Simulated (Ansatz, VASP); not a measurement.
One calculation of Al2Cu, two programs

File INCAR:

```
SYSTEM = Al2Cu
PREC = Accurate
ENCUT = 520
EDIFF = 1E-6
ISMEAR = 0
SIGMA = 0.15
LREAL = .FALSE.
LASPH = .TRUE.
NELM = 100
ALGO = Fast
ISIF = 2
LWAVE = .FALSE.
LCHARG = .TRUE.
GGA = PS
LELF = .TRUE.
LVHAR = .TRUE.
NBANDS = 16
```

File KPOINTS:

```
regular mesh
0
G
  12 12 16
  0 0 0
```

POSCAR

```
Al2Cu
1.0
    4.0229096136      0.0000000000      0.0000000000
    0.0000000000      4.0229096136      0.0000000000
    0.0000000000      0.0000000000      2.8036988300
Al Cu
2 1
Direct
    0.5000000000      0.0000000000      0.5000000000
    0.0000000000      0.5000000000      0.5000000000
    0.0000000000      0.0000000000      0.0000000000
```

Input for Ansatz:

```yaml
crystal:
  lattice:
    - [4.0229096136, 0.0, 0.0]
    - [0.0, 4.0229096136, 0.0]
    - [0.0, 0.0, 2.80369883]
  atoms:
    - { symbol: Al, position: [0.5, 0.0, 0.5] }
    - { symbol: Al, position: [0.0, 0.5, 0.5] }
    - { symbol: Cu, position: [0.0, 0.0, 0.0] }
basis:
  ecutwfc: 420
kpoints:
  mp_grid: { grid: [12, 12, 16] }
hamiltonian:
  xc: pbesol
scf:
  occupations: { method: gaussian, width: 0.15 }
output:
  forces: true
  stress: true
  eigenvalues: true
```

Change from the starting cell: strain -0.015 along x and y, -0.015 along z, atoms carried along.

Alike in both runs: task single point; functional PBEsol; k mesh 12 × 12 × 16; occupations gaussian, width 0.15 eV; no spin polarisation.

|  | VASP | Ansatz |
| --- | --- | --- |
| version | VASP 6.6.1 | Ansatz 0.2.0 |
| potentials or method | VASP PAW PBE potentials, release 64 (Al, Cu), cutoff 520 eV | scalar-relativistic, plane waves, PAW |
| valence electrons in the cell | 17 | 25 |

Ansatz gave:

- gap on the k mesh at the Fermi level (eV): none
- pressure (GPa): 5.0
- traceless stress, the component that is largest in VASP (GPa): -0.44

Which values does VASP return?

gap on the k mesh at the Fermi level (eV): none; pressure (GPa): 5.1; traceless stress, the component that is largest in VASP (GPa): -0.41.

VASP's potentials were made for PBE, not for PBEsol. A gap of «none» marks a metal or a gap that the smearing closes. VASP's potentials hold 17 valence electrons a cell and Ansatz's 25, so a difference there can come from the potentials and not from the codes.
